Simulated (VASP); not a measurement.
# VCrC2 (R-3m) in VASP: further runs

VCrC2 is run at these levels: PBE; tasks: single point.

Everything below comes from runs of VASP 6.6.1. Logs are shortened: lines on timing, memory, paths and dates and some standing lists are left out, and cuts for length are marked.

## (1) The cell of the first run

Symmetry: R-3m, No. 166, trigonal system. Conventional cell: a = 2.979 Å, b = 2.979 Å, c = 14.497 Å, α = 90.00°, β = 90.00°, γ = 120.00°. Cr (site symmetry -3m) has 6 C at 2.09 Å within 2.8 Å. Within 2.8 Å of V (site symmetry -3m) lie 6 C at 2.11 Å. Within 2.8 Å of C (site symmetry 3m) lie 3 Cr at 2.09 Å and 3 V at 2.11 Å.

## (2) Single point, PBE, collinear spin, ferromagnetic start

INCAR reads:

```
PREC = Accurate
ENCUT = 520
EDIFF = 1E-7
ISMEAR = -1
SIGMA = 0.05
LREAL = False
LASPH = True
NELM = 150
ALGO = Fast
ISIF = 2
LWAVE = False
LCHARG = False
ISPIN = 2
MAGMOM = 3 2 0 0
LORBIT = 11
LMAXMIX = 4
GGA = PE
NBANDS = 28
```

KPOINTS reads:

```
Automatic mesh
0
Gamma
  11 11 11
```

POSCAR reads:

```
VCrC2
1.0
    1.4892791594      0.8598357235      4.8323380460
   -1.4892791594      0.8598357235      4.8323380460
    0.0000000000     -1.7196714471      4.8323380460
Cr V C
1 1 2
Direct
    0.5000000000      0.5000000000      0.5000000000
    0.0000000000      0.0000000000      0.0000000000
    0.2487590000      0.2487590000      0.2487590000
    0.7512410000      0.7512410000      0.7512410000
```

Potentials or basis: VASP PAW PBE potentials, release 64 (Cr_pv, V_sv, C).

The run is started by

```
$ cat potpaw_PBE.64/Cr_pv/POTCAR potpaw_PBE.64/V_sv/POTCAR potpaw_PBE.64/C/POTCAR > POTCAR
$ mpirun -np 1 vasp_std > vasp.out
```

OUTCAR:

```text
PREC = Accurate
   ENCUT = 520
   EDIFF = 1E-7
   ISMEAR = -1
   LREAL = False
   LASPH = True
   NELM = 150
   ISIF = 2
   ISPIN = 2
   LORBIT = 11
   GGA = PE

 ion  position               nearest neighbor table
   1  0.500  0.500  0.500-   3 2.09   4 2.09   3 2.09   3 2.09   4 2.09   4 2.09   2 2.97   2 2.97
                             2 2.97   2 2.97   2 2.97   2 2.97
   2  0.000  0.000  0.000-   4 2.11   3 2.11   4 2.11   4 2.11   3 2.11   3 2.11   1 2.97   1 2.97
                             1 2.97   1 2.97   1 2.97   1 2.97
   3  0.249  0.249  0.249-   1 2.09   1 2.09   1 2.09   2 2.11   2 2.11   2 2.11
   4  0.751  0.751  0.751-   1 2.09   1 2.09   1 2.09   2 2.11   2 2.11   2 2.11

  LATTYP: Found a trigonal (rhomboedric) cell.
 ALAT       =     5.1292066518
 COS(alpha) =     0.8313905832

  Lattice vectors:

 A1 = (   1.4892791594,   0.8598357235,   4.8323380460)
 A2 = (  -1.4892791594,   0.8598357235,   4.8323380460)
 A3 = (   0.0000000000,  -1.7196714471,   4.8323380460)

Analysis of symmetry for initial positions (statically):
=====================================================================
 Subroutine PRICEL returns:
 Original cell was already a primitive cell.

 Routine SETGRP: Setting up the symmetry group for a
 trigonal (rhombohedral) supercell.

 Subroutine GETGRP returns: Found 12 space group operations
 (whereof 12 operations were pure point group operations)
 out of a pool of 12 trial point group operations.

The static configuration has the point symmetry D_3d.

Analysis of symmetry for dynamics (positions and initial velocities):
=====================================================================
 Subroutine PRICEL returns:
 Original cell was already a primitive cell.

 Routine SETGRP: Setting up the symmetry group for a
 trigonal (rhombohedral) supercell.

 Subroutine GETGRP returns: Found 12 space group operations
 (whereof 12 operations were pure point group operations)
 out of a pool of 12 trial point group operations.

The dynamic configuration has the point symmetry D_3d.

Analysis of structural, dynamic, and magnetic symmetry:
=====================================================================
 Subroutine PRICEL returns:
 Original cell was already a primitive cell.

 Routine SETGRP: Setting up the symmetry group for a
 trigonal (rhombohedral) supercell.

 Subroutine GETGRP returns: Found 12 space group operations
 (whereof 12 operations were pure point group operations)
 out of a pool of 12 trial point group operations.

The overall configuration has the point symmetry D_3d.

 Subroutine INISYM returns: Found 12 space group operations
 (whereof 12 operations are pure point group operations),
 and found     1 'primitive' translations

----------------------------------------------------------------------------------------

                                     Primitive cell

  volume of cell :      37.1279

  direct lattice vectors                    reciprocal lattice vectors
     1.489279159  0.859835724  4.832338046     0.335732893  0.193835476  0.068979722
    -1.489279159  0.859835724  4.832338046    -0.335732893  0.193835476  0.068979722
     0.000000000 -1.719671447  4.832338046     0.000000000 -0.387670952  0.068979722

  length of vectors
     5.129206652  5.129206652  5.129206652     0.393760040  0.393760040  0.393760040

  position of ions in fractional coordinates (direct lattice)
     0.500000000  0.500000000  0.500000000
     0.000000000  0.000000000  0.000000000
     0.248759000  0.248759000  0.248759000
     0.751241000  0.751241000  0.751241000

  ion indices of the primitive-cell ions
   primitive index   ion index
                 1           1
                 2           2
                 3           3
                 4           4

----------------------------------------------------------------------------------------

 KPOINTS: Automatic mesh

Automatic generation of k-mesh.
 Grid dimensions read from file:
 generate k-points for:   11   11   11

 Generating k-lattice:

  Cartesian coordinates                     Fractional coordinates (reciprocal lattice)
     0.030521172  0.017621407  0.006270884     0.090909091  0.000000000  0.000000000
    -0.030521172  0.017621407  0.006270884     0.000000000  0.090909091  0.000000000
     0.000000000 -0.035242814  0.006270884    -0.000000000 -0.000000000  0.090909091

  Length of vectors
     0.035796367  0.035796367  0.035796367

  Shift w.r.t. Gamma in fractional coordinates (k-lattice)
     0.000000000  0.000000000  0.000000000

 Subroutine IBZKPT returns following result:
 ===========================================

 Found    146 irreducible k-points:

 Following reciprocal coordinates:
            Coordinates               Weight
  0.000000  0.000000  0.000000      1.000000
  0.090909 -0.000000  0.000000      6.000000
  0.181818 -0.000000 -0.000000      6.000000
  0.272727 -0.000000  0.000000      6.000000
  0.363636 -0.000000  0.000000      6.000000
  0.454545 -0.000000  0.000000      6.000000
[... 16 lines left out ...]
 -0.272727  0.181818 -0.000000     12.000000
 -0.181818  0.181818  0.000000      6.000000
 [... further k-points ...]
   k-points           NKPTS =    146   k-points in BZ     NKDIM =    146   number of bands    NBANDS=     28
   number of dos      NEDOS =    301   number of ions     NIONS =      4
   total plane-waves  NPLWV =  64000
   dimension x,y,z NGX =    40 NGY =   40 NGZ =   40
   dimension x,y,z NGXF=    80 NGYF=   80 NGZF=   80
   ions per type =               1   1   2
   NGX,Y,Z   is equivalent  to a cutoff of  12.96, 12.96, 12.96 a.u.
   NGXF,Y,Z  is equivalent  to a cutoff of  25.93, 25.93, 25.93 a.u.
 SYSTEM =  unknown system
   PREC   = accura    normal or accurate (medium, high low for compatibility)
   ISTART =      0    job   : 0-new  1-cont  2-samecut
   ICHARG =      2    charge: 1-file 2-atom 10-const
   ISPIN  =      2    spin polarized calculation?
   LNONCOLLINEAR =      F non collinear calculations
   LSORBIT =      F    spin-orbit coupling
   LASPH  =      T    aspherical Exc in radial PAW
   ENCUT  =  520.0 eV  38.22 Ry    6.18 a.u.   9.54  9.54  9.54*2*pi/ulx,y,z
   NELM   =    150;   NELMIN=  2; NELMDL= -5     # of ELM steps
   EDIFF  = 0.1E-06   stopping-criterion for ELM
   LREAL  =      F    real-space projection
   EDIFFG = 0.1E-05   stopping-criterion for IOM
   NSW    =      0    number of steps for IOM
   IBRION =     -1    ionic relax: 0-MD 1-quasi-New 2-CG
   NFREE  =      0    steps in history (QN), initial steepest desc. (CG)
   ISIF   =      2    stress and relaxation
   ISYM   =      2    0-nonsym 1-usesym 2-fastsym
   POTIM  = 0.5000    time-step for ionic-motion
   TEBEG  =    0.0;   TEEND  =   0.0 temperature during run
   PSTRESS=    0.0 pullay stress
   NELECT =      33.0000    total number of electrons
   NUPDOWN=      -1.0000    fix difference up-down
   EMIN   =  10.00;   EMAX   =-10.00  energy-range for DOS
   EFERMI =   0.00;   METHOD = LEGACY
   ISMEAR =    -1;   SIGMA  =   0.05  broadening in eV -4-tet -1-fermi 0-gaus
   EFERMI_NEDOS =   21; number of points for ismear=-14 and -15
   IALGO  =     68    algorithm
   IMIX   =      4    mixing-type and parameters
     AMIX     =   0.40;   BMIX     =  1.00
     AMIX_MAG =   1.60;   BMIX_MAG =  1.00
  volume/ion in A,a.u.               =       9.28        62.64
  Fermi-wavevector in a.u.,A,eV,Ry     =   1.574029  2.974484 33.709354  2.477568
  Thomas-Fermi vector in A             =   2.675225
   LORBIT       =     11    0 simple, 1 ext, 2 COOP (PROOUT), +10 PAW based schemes
   GGA     = PE    functional components
   LHFCALC =     F    Hartree Fock is set to
   AEXX    =    0.0000 exact exchange contribution
   IVDW    =     0    specifies the selected vdW correction
   LEPSILON=     F    determine dielectric tensor
   LRPA    =     F    only Hartree local field effects (RPA)
 spin polarized calculation
 RMM-DIIS sequential band-by-band and
  energy-cutoff  :      520.00
  volume of cell :       37.13
 maximum number of plane-waves:      1031
 NGX is ok and might be reduce to    40
   NGX = 19   NGY = 19   NGZ = 19

 number of electron      32.9999999 magnetization       0.0038351

 number of electron      32.9999999 magnetization      -0.0006503

 Free energy of the ion-electron system (eV)
  ---------------------------------------------------
  ext. energy  EPLUGINS =         0.00000000
  ---------------------------------------------------
  free energy    TOTEN  =       -37.32188811 eV

  energy without entropy =      -37.29055514  energy(sigma->0) =      -37.30622163

 E-fermi :  10.2826     XC(G=0): -13.2450

 val. band max:       10.2823805907   @ k =  -0.2727   0.2727   0.0000
 cond. band min:      10.2830054154   @ k =  -0.2727   0.2727   0.0000
 fundamental gap:      0.0006248247
 Fermi energy:        10.2825684333

 spin component 1

 k-point     1 :       0.0000    0.0000    0.0000
  band No.  band energies     occupation
      1     -54.7613      1.00000
      2     -33.5021      1.00000
      3     -33.4510      1.00000
      4     -33.4510      1.00000
      5     -28.6683      1.00000
      6     -28.4452      1.00000
[... 733 lines left out ...]
     27      21.9773      0.00000
     28      22.4509      0.00000

 [... further k-points ...]

 spin component 2

 k-point     1 :       0.0000    0.0000    0.0000
  band No.  band energies     occupation
      1     -54.7618      1.00000
      2     -33.5026      1.00000
      3     -33.4511      1.00000
      4     -33.4511      1.00000
      5     -28.6689      1.00000
      6     -28.4457      1.00000
[... 733 lines left out ...]
     27      21.9772      0.00000
     28      22.4508      0.00000

 [... further k-points ...]

------------------------ aborting loop because EDIFF is reached ----------------------------------------

  FORCE on cell =-STRESS in cart. coord.  units (eV):
  Direction    XX          YY          ZZ          XY          YZ          ZX
  --------------------------------------------------------------------------------------
  -------------------------------------------------------------------------------------
  Total       -4.1991351     -4.1991351     -4.2044208     -0.0000000      0.0000000      0.0000000
  in kB     -181.2050389   -181.2050389   -181.4331333     -0.0000000      0.0000000      0.0000000
  external PRESSURE =    -181.2810704 kB  Pullay stress =       0.0000000 kB

 VOLUME and BASIS-vectors are now :
 -----------------------------------------------------------------------------
  energy-cutoff  :      520.00
  volume of cell :       37.13
      direct lattice vectors                 reciprocal lattice vectors
     1.489279159  0.859835724  4.832338046     0.335732893  0.193835476  0.068979722
    -1.489279159  0.859835724  4.832338046    -0.335732893  0.193835476  0.068979722
     0.000000000 -1.719671447  4.832338046     0.000000000 -0.387670952  0.068979722

 POSITION                                       TOTAL-FORCE (eV/Angst)
 -----------------------------------------------------------------------------------
      0.00000     -0.00000      7.24851        -0.000000      0.000000      0.000000
      0.00000      0.00000      0.00000         0.000000     -0.000000      0.000000
      0.00000     -0.00000      3.60626         0.000000     -0.000000      0.042425
      0.00000     -0.00000     10.89075         0.000000      0.000000     -0.042425
 -----------------------------------------------------------------------------------
    total drift:                                0.000000      0.000000      0.000000

  FREE ENERGIE OF THE ION-ELECTRON SYSTEM (eV)
  ---------------------------------------------------
  free  energy   TOTEN  =       -37.3218881149 eV

  energy  without entropy=      -37.2905551444  energy(sigma->0) =      -37.30622163

 total charge

# of ion       s       p       d       tot
------------------------------------------
    1        0.314   6.401   4.242  10.957
    2        2.248   6.290   3.100  11.637
    3        0.888   1.486   0.000   2.373
    4        0.888   1.486   0.000   2.373
--------------------------------------------------
tot          4.337  15.662   7.342  27.341

 magnetization (x)

# of ion       s       p       d       tot
------------------------------------------
    1        0.000   0.000  -0.000  -0.000
    2       -0.000  -0.000  -0.000  -0.000
    3        0.000   0.000   0.000   0.000
    4        0.000   0.000   0.000   0.000
--------------------------------------------------
tot          0.000   0.000  -0.001  -0.001
```

Run time: 42 min. Hardware: 1 thread of Oxide Virtual Turin-like, shared host; peak memory 0.43 GiB.

What came out:

```
Free energy                                           : -37.3219 eV
Pressure                                              : -18.1 GPa
Largest force                                         : 0.042 eV/Å
Net moment                                            : 0.00 μB per cell
Valence electrons inside the program's atomic spheres : Cr 10.96; V 11.64; C 2.37
```

Forces on the atoms (eV/Å):
```
Cr   0.000  0.000  0.000
V    0.000  0.000  0.000
C    0.000  0.000  0.042
C    0.000  0.000 -0.042
```

Levels at points of the mesh, in eV from the Fermi level:
Spin up:
| k point | band 13 | band 14 | band 15 | band 16 | band 17 | band 18 | band 19 | band 20 | band 21 | band 22 |
| --- | --- | --- | --- | --- | --- | --- | --- | --- | --- | --- |
| (0.00, 0.00, 0.00) | -1.33 | -1.33 | -1.26 | -0.48 | -0.48 | 0.63 | 0.63 | 0.91 | 0.91 | 0.99 |
Spin down:
```tsv
k point	band 14	band 15	band 16	band 17	band 18	band 19	band 20	band 21
(0.00, 0.00, 0.00)	-1.33	-1.26	-0.48	-0.48	0.63	0.63	0.91	0.91
```

Caveat: the cell stands under tension; the moments typed at the start vanished in this run.

[end of part 1 of 2]
